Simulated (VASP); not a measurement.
Si4P:

```
Si P
1.0
     3.17193    0.00000    0.00000
     0.00668    3.87918    0.00000
     1.57896    1.27999    4.56294
Si P
4 1
Direct
  0.88885 0.60728 0.70806
  0.29268 0.20660 0.88891
  0.70732 0.79340 0.11109
  0.11115 0.39272 0.29194
  0.50000 0.00000 0.50000
```

The cell was built from a structure type or drawn by symmetry, and may not be a known phase.

```yaml
Program: VASP 6.6.1
Task: relaxation of cell and atoms
Functional: PBE
Potentials_or_basis: VASP PAW PBE potentials, release 64 (Si, P)
Cutoff: 600 eV
k_mesh: 6 × 6 × 4
Occupations: gaussian, width 0.1 eV
Spin: no spin polarisation
```

At the start: pressure 75.3 GPa; volume 11.23 Å³/atom.

**Question.** How do energy, volume and symmetry change on relaxing?

**Answer.** Over 13 steps the energy falls by 849.0 meV/atom and the volume is 15.89 Å³/atom (+41.5 %); space group C2/m (No. 12, to 0.1 Å) before, P-1 (No. 2, to 0.1 Å).

Step by step:
```
step  energy change (eV)  largest force (eV/Å)  pressure (GPa)  volume (Å³)
   1              0.0000                1.3180           75.33        56.14
   2             -2.0824                0.2877          -15.70       110.88
   3             -4.1797                0.3032           -1.26        80.57
   4             -4.1825                0.3060           -0.55        79.99
   5             -4.1828                0.3087            0.13        79.46
   6             -4.2112                0.2368            0.10        79.43
   7             -4.2353                0.1282            0.11        79.35
   8             -4.2370                0.1168            0.13        79.32
   9             -4.2429                0.0876           -0.14        79.49
  10             -4.2430                0.0840           -0.18        79.52
  11             -4.2442                0.0473            0.09        79.29
  12             -4.2445                0.0328            0.25        79.16
  13             -4.2450                0.0224           -0.15        79.44
```

Final structure:
```
Si P
1.0
     3.52229   -0.03467   -0.02832
    -0.03368    4.51776    0.02867
     1.69997    1.50529    4.98838
Si P
4 1
Direct
  0.90234 0.60614 0.69396
  0.30214 0.19618 0.89712
  0.69786 0.80382 0.10288
  0.09766 0.39386 0.30604
  0.50000 0.00000 0.50000
```

Caveat: the volume moved by over 15 % at a fixed basis, so the end points are rough.
